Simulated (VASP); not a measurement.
# Ta (P-1) in VASP: single point with LDA

Aim: the single point of Ta with LDA.

Everything below comes from runs of VASP 6.6.1. Logs are shortened: lines on timing, memory, paths and dates and some standing lists are left out, and cuts for length are marked.

## 1. The cell of the first run

The typed cell holds 2 atoms: a = 2.839 Å, b = 2.839 Å, c = 5.066 Å, α = 90.00°, β = 90.00°, γ = 120.00°.

## 2. Single point, LDA (atom 2 moved 0.06 Å)

File INCAR:

```
PREC = Accurate
ENCUT = 520
EDIFF = 1E-6
ISMEAR = 0
SIGMA = 0.15
LREAL = F
LASPH = T
NELM = 100
ALGO = Fast
ISIF = 2
LWAVE = F
LCHARG = T
LELF = T
LVHAR = T
NBANDS = 18
```

File KPOINTS:

```
regular mesh
0
Gamma
  12 12 8
```

File POSCAR:

```
Ta
1.0
    2.8385205513      0.0000000000      0.0000000000
   -1.4192602757      2.4582309066      0.0000000000
    0.0000000000      0.0000000000      5.0658835747
Ta
2
Direct
    0.6768599404      0.3429975353      0.7479866166
    0.3231400596      0.6570024647      0.2520133834
```

Potentials or basis: VASP PAW LDA potentials, release 64 (Ta_pv).

On the command line:

```bash
$ cat potpaw_LDA.64/Ta_pv/POTCAR > POTCAR
$ mpirun -np 1 vasp_std > vasp.out
```

OUTCAR:

```text
PREC = Accurate
   ENCUT = 520
   EDIFF = 1E-6
   ISMEAR = 0
   LREAL = F
   LASPH = T
   NELM = 100
   ISIF = 2

 ion  position               nearest neighbor table
   1  0.677  0.343  0.748-   2 2.97   2 3.00   2 3.01   2 3.03   2 3.04   2 3.06
   2  0.323  0.657  0.252-   1 2.97   1 3.00   1 3.01   1 3.03   1 3.04   1 3.06

  LATTYP: Found a hexagonal cell.
 ALAT       =     2.8385205513
 C/A-ratio  =     1.7846915261

  Lattice vectors:

 A1 = (   2.8385205513,   0.0000000000,   0.0000000000)
 A2 = (  -1.4192602757,   2.4582309066,   0.0000000000)
 A3 = (   0.0000000000,   0.0000000000,   5.0658835747)

Analysis of symmetry for initial positions (statically):
=====================================================================
 Subroutine PRICEL returns:
 Original cell was already a primitive cell.

 Routine SETGRP: Setting up the symmetry group for a
 hexagonal supercell.

 Subroutine GETGRP returns: Found  2 space group operations
 (whereof  2 operations were pure point group operations)
 out of a pool of 24 trial point group operations.

The static configuration has the point symmetry S_2 .

Analysis of symmetry for dynamics (positions and initial velocities):
=====================================================================
 Subroutine PRICEL returns:
 Original cell was already a primitive cell.

 Routine SETGRP: Setting up the symmetry group for a
 hexagonal supercell.

 Subroutine GETGRP returns: Found  2 space group operations
 (whereof  2 operations were pure point group operations)
 out of a pool of 24 trial point group operations.

The dynamic configuration has the point symmetry S_2 .

 Subroutine INISYM returns: Found  2 space group operations
 (whereof  2 operations are pure point group operations),
 and found     1 'primitive' translations

----------------------------------------------------------------------------------------

                                     Primitive cell

  volume of cell :      35.3484

  direct lattice vectors                    reciprocal lattice vectors
     2.838520551  0.000000000  0.000000000     0.352296199  0.203398305  0.000000000
    -1.419260276  2.458230907  0.000000000     0.000000000  0.406796610  0.000000000
     0.000000000  0.000000000  5.065883575     0.000000000  0.000000000  0.197398931

  length of vectors
     2.838520551  2.838520551  5.065883575     0.406796610  0.406796610  0.197398931

  position of ions in fractional coordinates (direct lattice)
     0.676859940  0.342997535  0.747986617
     0.323140060  0.657002465  0.252013383

  ion indices of the primitive-cell ions
   primitive index   ion index
                 1           1
                 2           2

----------------------------------------------------------------------------------------

 KPOINTS: regular mesh

Automatic generation of k-mesh.
 Grid dimensions read from file:
 generate k-points for:   12   12    8

 Generating k-lattice:

  Cartesian coordinates                     Fractional coordinates (reciprocal lattice)
     0.029358017  0.016949859  0.000000000     0.083333333  0.000000000  0.000000000
     0.000000000  0.033899718  0.000000000     0.000000000  0.083333333  0.000000000
     0.000000000  0.000000000  0.024674866     0.000000000  0.000000000  0.125000000

  Length of vectors
     0.033899718  0.033899718  0.024674866

  Shift w.r.t. Gamma in fractional coordinates (k-lattice)
     0.000000000  0.000000000  0.000000000

 Subroutine IBZKPT returns following result:
 ===========================================

 Found    580 irreducible k-points:

 Following reciprocal coordinates:
            Coordinates               Weight
  0.000000  0.000000  0.000000      1.000000
  0.083333  0.000000  0.000000      2.000000
  0.000000  0.083333  0.000000      2.000000
 -0.083333  0.083333  0.000000      2.000000
  0.166667  0.000000  0.000000      2.000000
  0.000000  0.166667  0.000000      2.000000
[... 16 lines left out ...]
  0.166667  0.083333  0.000000      2.000000
 -0.083333  0.250000  0.000000      2.000000
 [... further k-points ...]
   k-points           NKPTS =    580   k-points in BZ     NKDIM =    580   number of bands    NBANDS=     18
   number of dos      NEDOS =    301   number of ions     NIONS =      2
   total plane-waves  NPLWV =  23040
   dimension x,y,z NGX =    24 NGY =   24 NGZ =   40
   dimension x,y,z NGXF=    48 NGYF=   48 NGZF=   80
   ions per type =               2
   NGX,Y,Z   is equivalent  to a cutoff of  14.06, 14.06, 13.13 a.u.
   NGXF,Y,Z  is equivalent  to a cutoff of  28.11, 28.11, 26.25 a.u.
 SYSTEM =  unknown system
   PREC   = accura    normal or accurate (medium, high low for compatibility)
   ISTART =      0    job   : 0-new  1-cont  2-samecut
   ICHARG =      2    charge: 1-file 2-atom 10-const
   ISPIN  =      1    spin polarized calculation?
   LNONCOLLINEAR =      F non collinear calculations
   LSORBIT =      F    spin-orbit coupling
   LASPH  =      T    aspherical Exc in radial PAW
   ENCUT  =  520.0 eV  38.22 Ry    6.18 a.u.   5.28  5.28  9.42*2*pi/ulx,y,z
   NELM   =    100;   NELMIN=  2; NELMDL= -5     # of ELM steps
   EDIFF  = 0.1E-05   stopping-criterion for ELM
   LREAL  =      F    real-space projection
   EDIFFG = 0.1E-04   stopping-criterion for IOM
   NSW    =      0    number of steps for IOM
   IBRION =     -1    ionic relax: 0-MD 1-quasi-New 2-CG
   NFREE  =      0    steps in history (QN), initial steepest desc. (CG)
   ISIF   =      2    stress and relaxation
   ISYM   =      2    0-nonsym 1-usesym 2-fastsym
   POTIM  = 0.5000    time-step for ionic-motion
   TEBEG  =    0.0;   TEEND  =   0.0 temperature during run
   PSTRESS=    0.0 pullay stress
   NELECT =      22.0000    total number of electrons
   NUPDOWN=      -1.0000    fix difference up-down
   EMIN   =  10.00;   EMAX   =-10.00  energy-range for DOS
   EFERMI =   0.00;   METHOD = LEGACY
   ISMEAR =     0;   SIGMA  =   0.15  broadening in eV -4-tet -1-fermi 0-gaus
   EFERMI_NEDOS =   21; number of points for ismear=-14 and -15
   IALGO  =     68    algorithm
   IMIX   =      4    mixing-type and parameters
     AMIX     =   0.40;   BMIX     =  1.00
     AMIX_MAG =   1.60;   BMIX_MAG =  1.00
  volume/ion in A,a.u.               =      17.67       119.27
  Fermi-wavevector in a.u.,A,eV,Ry     =   1.397738  2.641342 26.581312  1.953671
  Thomas-Fermi vector in A             =   2.520965
   LORBIT       =      0    0 simple, 1 ext, 2 COOP (PROOUT), +10 PAW based schemes
   GGA     = CA    functional components
   LHFCALC =     F    Hartree Fock is set to
   AEXX    =    0.0000 exact exchange contribution
   IVDW    =     0    specifies the selected vdW correction
   LEPSILON=     F    determine dielectric tensor
   LRPA    =     F    only Hartree local field effects (RPA)
 non-spin polarized calculation
 RMM-DIIS sequential band-by-band and
 Gauss-broadening in eV      SIGMA  =   0.15
  energy-cutoff  :      520.00
  volume of cell :       35.35
 maximum number of plane-waves:       972
 NGX is ok and might be reduce to    24
   NGX = 11   NGY = 11   NGZ = 19

 number of electron      22.0000000 magnetization

 Free energy of the ion-electron system (eV)
  ---------------------------------------------------
  ext. energy  EPLUGINS =         0.00000000
  ---------------------------------------------------
  free energy    TOTEN  =       -25.06399854 eV

  energy without entropy =      -25.04022484  energy(sigma->0) =      -25.05211169

 E-fermi :   5.9943     XC(G=0): -12.8793

 val. band max:        5.9917762094   @ k =   0.1667  -0.3333   0.1250
 cond. band min:       5.9999695356   @ k =  -0.3333   0.3333   0.0000
 fundamental gap:      0.0081933262
 Fermi energy:         5.9943147752

 k-point     1 :       0.0000    0.0000    0.0000
  band No.  band energies     occupation
      1     -28.4091      2.00000
      2     -27.3856      2.00000
      3     -27.2477      2.00000
      4     -27.2405      2.00000
      5     -27.1532      2.00000
      6     -27.1334      2.00000
[... 10 lines left out ...]
     17      11.2385      0.00000
     18      11.5887      0.00000

 k-point     2 :       0.0833    0.0000    0.0000
  band No.  band energies     occupation
      1     -28.3808      2.00000
      2     -27.3896      2.00000
      3     -27.3367      2.00000
      4     -27.2660      2.00000
      5     -27.2278      2.00000
      6     -27.1674      2.00000
[... 10 lines left out ...]
     17      11.3996      0.00000
     18      12.1820      0.00000

 k-point     3 :       0.0000    0.0833    0.0000
  band No.  band energies     occupation
      1     -28.3821      2.00000
      2     -27.3881      2.00000
      3     -27.3317      2.00000
      4     -27.2710      2.00000
      5     -27.2435      2.00000
      6     -27.1516      2.00000
[... 10 lines left out ...]
     17      11.6302      0.00000
     18      11.9453      0.00000

 k-point     4 :      -0.0833    0.0833    0.0000
  band No.  band energies     occupation
      1     -28.3814      2.00000
      2     -27.3888      2.00000
      3     -27.3345      2.00000
      4     -27.2680      2.00000
      5     -27.2373      2.00000
      6     -27.1580      2.00000
[... 375 lines left out ...]
      4     -27.3969      2.00000
      5     -27.2950      2.00000
      6     -27.2088      2.00000
[... 10 lines left out ...]
     17      11.4319      0.00000
     18      13.1705      0.00000

 k-point    23 :       0.1667    0.0833    0.0000
  band No.  band energies     occupation
      1     -28.2283      2.00000
      2     -27.7541      2.00000
      3     -27.6872      2.00000
      4     -27.4147      2.00000
      5     -27.3869      2.00000
      6     -27.2746      2.00000
[... 10 lines left out ...]
     17      11.5891      0.00000
     18      14.4940      0.00000

 k-point    24 :      -0.0833    0.2500    0.0000
  band No.  band energies     occupation
      1     -28.2360      2.00000
      2     -27.7556      2.00000
      3     -27.6938      2.00000
      4     -27.4064      2.00000
      5     -27.3891      2.00000
      6     -27.2634      2.00000
[... 10 lines left out ...]
     17      11.7115      0.00000
     18      14.2594      0.00000

 [... further k-points ...]
[... 5 lines left out ...]
  --------------------------------------------------------------------------------------
  -------------------------------------------------------------------------------------
  Total        0.3183590     -0.1084573      0.2660459      0.1411948      0.0129089      0.0080271
  in kB       14.4297157     -4.9158575     12.0586102      6.3996982      0.5850996      0.3638288
  external PRESSURE =       7.1908228 kB  Pullay stress =       0.0000000 kB

 VOLUME and BASIS-vectors are now :
 -----------------------------------------------------------------------------
  energy-cutoff  :      520.00
  volume of cell :       35.35
      direct lattice vectors                 reciprocal lattice vectors
     2.838520551  0.000000000  0.000000000     0.352296199  0.203398305  0.000000000
    -1.419260276  2.458230907  0.000000000     0.000000000  0.406796610  0.000000000
     0.000000000  0.000000000  5.065883575     0.000000000  0.000000000  0.197398931

 POSITION                                       TOTAL-FORCE (eV/Angst)
 -----------------------------------------------------------------------------------
      1.43448      0.84317      3.78921         0.016724      0.052981      0.257901
     -0.01522      1.61506      1.27667        -0.016724     -0.052981     -0.257901
 -----------------------------------------------------------------------------------
    total drift:                               -0.000000      0.000000     -0.000000

  FREE ENERGIE OF THE ION-ELECTRON SYSTEM (eV)
  ---------------------------------------------------
  free  energy   TOTEN  =       -25.0639985389 eV

  energy  without entropy=      -25.0402248438  energy(sigma->0) =      -25.05211169
```

It took 1.8 min on 1 thread of Intel Xeon 6975P-C (Granite Rapids), shared host; peak memory 0.39 GiB.

Results:

- Free energy: -25.0640 eV
- Pressure: 0.7 GPa
- Largest force: 0.264 eV/Å
- Band gap on the k mesh: zero (band 11 reaches 7.89 eV, above the bottom of band 12 at 5.15 eV)

Forces in eV/Å, atoms in the order of the input:
```
Ta   0.017  0.053  0.258
Ta  -0.017 -0.053 -0.258
```

Stress tensor (GPa, compression positive):
```
 1.44  0.64  0.04
 0.64 -0.49  0.06
 0.04  0.06  1.21
```

Levels at points of the mesh, in eV from the Fermi level:
```tsv
k point	band 8	band 9	band 10	band 11	band 12	band 13	band 14	band 15
(0.00, 0.00, 0.00)	-5.10	-0.73	0.20	0.51	0.58	1.10	1.19	2.96
(0.50, 0.00, 0.00)	-4.15	-3.51	-0.66	-0.33	0.50	0.83	5.83	6.86
(0.00, 0.50, 0.00)	-4.14	-3.74	-0.22	-0.16	0.54	0.79	5.88	6.93
(0.50, 0.50, 0.00)	-4.14	-3.64	-0.42	-0.24	0.51	0.82	5.83	6.90
(0.00, 0.00, 0.50)	-6.39	-1.34	-1.19	0.57	0.59	0.61	0.63	4.55
(0.50, 0.00, 0.50)	-4.63	-2.58	-2.50	1.89	1.89	2.62	2.77	5.89
(0.00, 0.50, 0.50)	-4.55	-2.59	-2.50	1.75	1.75	2.60	2.76	5.84
(0.50, 0.50, 0.50)	-4.59	-2.59	-2.50	1.81	1.81	2.62	2.77	5.86
```

Caveat: the cell differs from its parent crystal (atom 2 moved 0.06 Å); spin-orbit coupling is left out, which moves the levels of the heavy elements.
